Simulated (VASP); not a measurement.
The system is Hf.

```
Hf
1.0
     0.00000    2.17468    2.17468
     2.17468    0.00000    2.17468
     2.17468    2.17468    0.00000
Hf
1
Cartesian
  0.0000 0.0000 0.0000
```

Program: VASP 6.6.1. Alike in all runs: task single point; no spin polarisation; cell as given; k mesh 10 × 10 × 10; cutoff (eV) 520; smearing fermi-dirac 0.05 eV.

Problem. Order these runs on this cell by their pressure, lowest first.
A. level r2SCAN; potentials or basis VASP PAW PBE potentials, release 64 (Hf_pv)
B. level LDA; potentials or basis VASP PAW LDA potentials, release 64 (Hf_pv)
C. level PBEsol; potentials or basis VASP PAW PBE potentials, release 64 (Hf_pv)

Solution. B (1.2 GPa), C (5.3 GPa), A (9.5 GPa).

Caveats: the PAW data sets were made with another functional, which shifts forces and pressure a little (some runs).
